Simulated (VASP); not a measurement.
# CaF2 (Fm-3m) in VASP: a series of runs

Runs on CaF2. Level: PBE. Tasks: single point.

Program: VASP 6.6.1. These are calculated values, not measurements. Logs are shortened: lines on timing, memory, paths and dates and some standing lists are left out, and cuts for length are marked.

## Step 1: The cell of the first run

The structure is cubic, space group Fm-3m (No. 225). Conventional cell: a = 5.455 Å, b = 5.455 Å, c = 5.455 Å, α = 90.00°, β = 90.00°, γ = 90.00°. Ca (site symmetry m-3m) has 8 F at 2.36 Å within 3.1 Å. Within 3.1 Å of F (site symmetry -43m) lie 4 Ca at 2.36 Å and 6 F at 2.73 Å.

## Step 2: Single point, PBE (13.53 Å³/atom)

Input file INCAR:

```
PREC     = Accurate       # precision mode
ENCUT    = 600            # plane-wave cutoff, eV
EDIFF    = 1E-6           # SCF threshold, eV
ISMEAR   = 0              # smearing method
SIGMA    = 0.02           # smearing width, eV
LREAL    = F              # projectors in reciprocal space
LASPH    = T              # aspherical terms in the spheres
NELM     = 120            # most SCF steps
ALGO     = Normal         # electronic algorithm
ISIF     = 2              # what is computed and relaxed
LWAVE    = F              # write WAVECAR
LCHARG   = F              # write CHGCAR
GGA      = PE             # functional
NBANDS   = 19             # bands
GGA_COMPAT= F
```

Input file KPOINTS:

```
Automatic mesh
0
Gamma
  8 8 8
```

Input file POSCAR:

```
CaF2
1.0
    0.0000000000      2.7275456400      2.7275456400
    2.7275456400      0.0000000000      2.7275456400
    2.7275456400      2.7275456400      0.0000000000
Ca F
1 2
Direct
    0.0000000000      0.0000000000      0.0000000000
    0.7500000000      0.7500000000      0.7500000000
    0.2500000000      0.2500000000      0.2500000000
```

Potentials or basis: VASP PAW PBE potentials, release 64 (Ca_sv, F).

On the command line:

```console
> cat potpaw_PBE.64/Ca_sv/POTCAR potpaw_PBE.64/F/POTCAR > POTCAR
> mpirun -np 1 vasp_std > vasp.out
```

OUTCAR:

```text
PREC = Accurate
   ENCUT = 600
   EDIFF = 1E-6
   ISMEAR = 0
   LREAL = F
   LASPH = T
   NELM = 120
   ISIF = 2
   GGA = PE

 ion  position               nearest neighbor table
   1  0.000  0.000  0.000-   2 2.36   3 2.36   2 2.36   2 2.36   3 2.36   2 2.36   3 2.36   3 2.36

   2  0.750  0.750  0.750-   1 2.36   1 2.36   1 2.36   1 2.36
   3  0.250  0.250  0.250-   1 2.36   1 2.36   1 2.36   1 2.36

  LATTYP: Found a face centered cubic cell.
 ALAT       =     5.4550912800

  Lattice vectors:

 A1 = (   0.0000000000,   2.7275456400,   2.7275456400)
 A2 = (   2.7275456400,   0.0000000000,   2.7275456400)
 A3 = (   2.7275456400,   2.7275456400,   0.0000000000)

Analysis of symmetry for initial positions (statically):
=====================================================================
 Subroutine PRICEL returns:
 Original cell was already a primitive cell.

 Routine SETGRP: Setting up the symmetry group for a
 face centered cubic supercell.

 Subroutine GETGRP returns: Found 48 space group operations
 (whereof 48 operations were pure point group operations)
 out of a pool of 48 trial point group operations.

The static configuration has the point symmetry O_h .

Analysis of symmetry for dynamics (positions and initial velocities):
=====================================================================
 Subroutine PRICEL returns:
 Original cell was already a primitive cell.

 Routine SETGRP: Setting up the symmetry group for a
 face centered cubic supercell.

 Subroutine GETGRP returns: Found 48 space group operations
 (whereof 48 operations were pure point group operations)
 out of a pool of 48 trial point group operations.

The dynamic configuration has the point symmetry O_h .

 Subroutine INISYM returns: Found 48 space group operations
 (whereof 48 operations are pure point group operations),
 and found     1 'primitive' translations

----------------------------------------------------------------------------------------

                                     Primitive cell

  volume of cell :      40.5832

  direct lattice vectors                    reciprocal lattice vectors
     0.000000000  2.727545640  2.727545640    -0.183314989  0.183314989  0.183314989
     2.727545640  0.000000000  2.727545640     0.183314989 -0.183314989  0.183314989
     2.727545640  2.727545640  0.000000000     0.183314989  0.183314989 -0.183314989

  length of vectors
     3.857332036  3.857332036  3.857332036     0.317510875  0.317510875  0.317510875

  position of ions in fractional coordinates (direct lattice)
     0.000000000  0.000000000  0.000000000
     0.750000000  0.750000000  0.750000000
     0.250000000  0.250000000  0.250000000

  ion indices of the primitive-cell ions
   primitive index   ion index
                 1           1
                 2           2
                 3           3

----------------------------------------------------------------------------------------

 KPOINTS: Automatic mesh

Automatic generation of k-mesh.
 Grid dimensions read from file:
 generate k-points for:    8    8    8

 Generating k-lattice:

  Cartesian coordinates                     Fractional coordinates (reciprocal lattice)
    -0.022914374  0.022914374  0.022914374     0.125000000  0.000000000  0.000000000
     0.022914374 -0.022914374  0.022914374     0.000000000  0.125000000  0.000000000
     0.022914374  0.022914374 -0.022914374     0.000000000  0.000000000  0.125000000

  Length of vectors
     0.039688859  0.039688859  0.039688859

  Shift w.r.t. Gamma in fractional coordinates (k-lattice)
     0.000000000  0.000000000  0.000000000

 Subroutine IBZKPT returns following result:
 ===========================================

 Found     29 irreducible k-points:

 Following reciprocal coordinates:
            Coordinates               Weight
  0.000000  0.000000  0.000000      1.000000
  0.125000  0.000000  0.000000      8.000000
  0.250000  0.000000  0.000000      8.000000
  0.375000  0.000000  0.000000      8.000000
  0.500000  0.000000  0.000000      4.000000
  0.125000  0.125000  0.000000      6.000000
[... 16 lines left out ...]
  0.500000  0.250000  0.125000     48.000000
 -0.375000  0.250000  0.125000     24.000000
 [... further k-points ...]
   k-points           NKPTS =     29   k-points in BZ     NKDIM =     29   number of bands    NBANDS=     19
   number of dos      NEDOS =    301   number of ions     NIONS =      3
   total plane-waves  NPLWV =  32768
   dimension x,y,z NGX =    32 NGY =   32 NGZ =   32
   dimension x,y,z NGXF=    64 NGYF=   64 NGZF=   64
   ions per type =               1   2
   NGX,Y,Z   is equivalent  to a cutoff of  13.79, 13.79, 13.79 a.u.
   NGXF,Y,Z  is equivalent  to a cutoff of  27.58, 27.58, 27.58 a.u.
 SYSTEM =  unknown system
   PREC   = accura    normal or accurate (medium, high low for compatibility)
   ISTART =      0    job   : 0-new  1-cont  2-samecut
   ICHARG =      2    charge: 1-file 2-atom 10-const
   ISPIN  =      1    spin polarized calculation?
   LNONCOLLINEAR =      F non collinear calculations
   LSORBIT =      F    spin-orbit coupling
   LASPH  =      T    aspherical Exc in radial PAW
   ENCUT  =  600.0 eV  44.10 Ry    6.64 a.u.   7.70  7.70  7.70*2*pi/ulx,y,z
   NELM   =    120;   NELMIN=  2; NELMDL= -5     # of ELM steps
   EDIFF  = 0.1E-05   stopping-criterion for ELM
   LREAL  =      F    real-space projection
   EDIFFG = 0.1E-04   stopping-criterion for IOM
   NSW    =      0    number of steps for IOM
   IBRION =     -1    ionic relax: 0-MD 1-quasi-New 2-CG
   NFREE  =      0    steps in history (QN), initial steepest desc. (CG)
   ISIF   =      2    stress and relaxation
   ISYM   =      2    0-nonsym 1-usesym 2-fastsym
   POTIM  = 0.5000    time-step for ionic-motion
   TEBEG  =    0.0;   TEEND  =   0.0 temperature during run
   PSTRESS=    0.0 pullay stress
   NELECT =      24.0000    total number of electrons
   NUPDOWN=      -1.0000    fix difference up-down
   EMIN   =  10.00;   EMAX   =-10.00  energy-range for DOS
   EFERMI =   0.00;   METHOD = LEGACY
   ISMEAR =     0;   SIGMA  =   0.02  broadening in eV -4-tet -1-fermi 0-gaus
   EFERMI_NEDOS =   21; number of points for ismear=-14 and -15
   IALGO  =     38    algorithm
   IMIX   =      4    mixing-type and parameters
     AMIX     =   0.40;   BMIX     =  1.00
     AMIX_MAG =   1.60;   BMIX_MAG =  1.00
  volume/ion in A,a.u.               =      13.53        91.29
  Fermi-wavevector in a.u.,A,eV,Ry     =   1.374137  2.596742 25.691217  1.888251
  Thomas-Fermi vector in A             =   2.499590
   LORBIT       =      0    0 simple, 1 ext, 2 COOP (PROOUT), +10 PAW based schemes
   GGA     = PE    functional components
   LHFCALC =     F    Hartree Fock is set to
   AEXX    =    0.0000 exact exchange contribution
   IVDW    =     0    specifies the selected vdW correction
   LEPSILON=     F    determine dielectric tensor
   LRPA    =     F    only Hartree local field effects (RPA)
 non-spin polarized calculation
 Gauss-broadening in eV      SIGMA  =   0.02
  energy-cutoff  :      600.00
  volume of cell :       40.58
 maximum number of plane-waves:      1366
   NGX = 15   NGY = 15   NGZ = 15

 number of electron      23.9999988 magnetization

 Free energy of the ion-electron system (eV)
  ---------------------------------------------------
  ext. energy  EPLUGINS =         0.00000000
  ---------------------------------------------------
  free energy    TOTEN  =       -17.33064980 eV

  energy without entropy =      -17.33064980  energy(sigma->0) =      -17.33064980

 E-fermi :  -0.7247     XC(G=0):  -9.6502

 val. band max:       -0.9514926382   @ k =   0.5000   0.5000   0.0000
 cond. band min:       6.3513960200   @ k =   0.0000   0.0000   0.0000
 fundamental gap:      7.3028886582
 Fermi energy:        -0.7246527561

 k-point     1 :       0.0000    0.0000    0.0000
  band No.  band energies     occupation
      1     -36.9568      2.00000
      2     -20.8956      2.00000
      3     -20.1181      2.00000
      4     -17.8961      2.00000
      5     -17.8961      2.00000
      6     -17.8961      2.00000
[... 11 lines left out ...]
     18      10.3063      0.00000
     19      16.0303      0.00000

 k-point     2 :       0.1250    0.0000    0.0000
  band No.  band energies     occupation
      1     -36.9518      2.00000
      2     -20.9353      2.00000
      3     -20.1578      2.00000
      4     -17.9023      2.00000
      5     -17.9023      2.00000
      6     -17.8273      2.00000
[... 11 lines left out ...]
     18      10.2660      0.00000
     19      15.3143      0.00000

 k-point     3 :       0.2500    0.0000    0.0000
  band No.  band energies     occupation
      1     -36.9397      2.00000
      2     -21.0021      2.00000
      3     -20.2862      2.00000
      4     -17.9174      2.00000
      5     -17.9174      2.00000
      6     -17.6540      2.00000
[... 11 lines left out ...]
     18      10.1689      0.00000
     19      14.0352      0.00000

 k-point     4 :       0.3750    0.0000    0.0000
  band No.  band energies     occupation
      1     -36.9276      2.00000
      2     -21.0263      2.00000
      3     -20.4581      2.00000
      4     -17.9323      2.00000
      5     -17.9323      2.00000
      6     -17.4748      2.00000
[... 407 lines left out ...]
     18      10.2954      0.00000
     19      14.5204      0.00000

 k-point    23 :       0.5000    0.2500    0.1250
  band No.  band energies     occupation
      1     -36.9210      2.00000
      2     -21.0173      2.00000
      3     -20.5816      2.00000
      4     -17.9563      2.00000
      5     -17.7855      2.00000
      6     -17.5060      2.00000
[... 11 lines left out ...]
     18      10.9677      0.00000
     19      13.8389      0.00000

 k-point    24 :      -0.3750    0.2500    0.1250
  band No.  band energies     occupation
      1     -36.9170      2.00000
      2     -20.9502      2.00000
      3     -20.7220      2.00000
      4     -17.9638      2.00000
      5     -17.7390      2.00000
      6     -17.4850      2.00000
[... 11 lines left out ...]
     18      11.5953      0.00000
     19      13.2895      0.00000

 [... further k-points ...]

------------------------ aborting loop because EDIFF is reached ----------------------------------------

  FORCE on cell =-STRESS in cart. coord.  units (eV):
  Direction    XX          YY          ZZ          XY          YZ          ZX
  --------------------------------------------------------------------------------------
  -------------------------------------------------------------------------------------
  Total        0.7033660      0.7033660      0.7033660      0.0000000      0.0000000      0.0000000
  in kB       27.7680836     27.7680836     27.7680836      0.0000000      0.0000000      0.0000000
  external PRESSURE =      27.7680836 kB  Pullay stress =       0.0000000 kB

 VOLUME and BASIS-vectors are now :
 -----------------------------------------------------------------------------
  energy-cutoff  :      600.00
  volume of cell :       40.58
      direct lattice vectors                 reciprocal lattice vectors
     0.000000000  2.727545640  2.727545640    -0.183314989  0.183314989  0.183314989
     2.727545640  0.000000000  2.727545640     0.183314989 -0.183314989  0.183314989
     2.727545640  2.727545640  0.000000000     0.183314989  0.183314989 -0.183314989

 POSITION                                       TOTAL-FORCE (eV/Angst)
 -----------------------------------------------------------------------------------
      0.00000      0.00000      0.00000        -0.000000      0.000000      0.000000
      4.09132      4.09132      4.09132         0.000000      0.000000      0.000000
      1.36377      1.36377      1.36377        -0.000000     -0.000000     -0.000000
 -----------------------------------------------------------------------------------
    total drift:                                0.000000     -0.000000      0.000000

  FREE ENERGIE OF THE ION-ELECTRON SYSTEM (eV)
  ---------------------------------------------------
  free  energy   TOTEN  =       -17.3306498022 eV

  energy  without entropy=      -17.3306498022  energy(sigma->0) =      -17.33064980
```

It took 9.8 s on 1 thread of Intel Xeon 6975P-C (Granite Rapids), shared host; peak memory 0.18 GiB.

What came out:

* Free energy: -17.3306 eV
* Pressure: 2.8 GPa
* Band gap on the k mesh: 7.30 eV (least direct gap 7.56 eV)

## Step 3: Single point, PBE

This run uses another cell than the first one, of 13.95 Å³/atom.

Input file INCAR:

```
PREC = Accurate
ENCUT = 600
EDIFF = 1E-6
ISMEAR = 1
SIGMA = 0.02
LREAL = F
LASPH = T
NELM = 120
ALGO = Normal
ISIF = 2
LWAVE = F
LCHARG = F
GGA = PE
NBANDS = 19
GGA_COMPAT = F
```

KPOINTS is that of step 2.

Input file POSCAR:

```
CaF2
1.0
    0.0000000000      2.7553777343      2.7553777343
    2.7553777343      0.0000000000      2.7553777343
    2.7553777343      2.7553777343      0.0000000000
Ca F
1 2
Direct
    0.0000000000      0.0000000000      0.0000000000
    0.7500000000      0.7500000000      0.7500000000
    0.2500000000      0.2500000000      0.2500000000
```

Potentials or basis: VASP PAW PBE potentials, release 64 (Ca_sv, F).

On the command line:

```console
> cat potpaw_PBE.64/Ca_sv/POTCAR potpaw_PBE.64/F/POTCAR > POTCAR
> mpirun -np 1 vasp_std > vasp.out
```

Run time: 9.8 s. Hardware: 1 thread of Intel Xeon 6975P-C (Granite Rapids), shared host; peak memory 0.18 GiB.

It converged, with:

```yaml
Free_energy: -17.3447 eV
Pressure: 0.2 GPa
Band_gap_on_the_k_mesh: 7.12 eV (least direct gap 7.38 eV)
```

Levels at points of the mesh, in eV from the valence-band top:
```csv
k point,band 10,band 11,band 12,band 13,band 14,band 15
"(0.00, 0.00, 0.00)",-0.25,-0.25,-0.25,7.12,9.06,9.06
"(0.50, 0.00, 0.00)",-1.20,-0.82,-0.82,9.26,9.26,9.57
"(0.50, 0.50, 0.00)",-0.35,-0.35,0.00,8.04,9.36,9.94
```

A k mesh can miss the band edges.
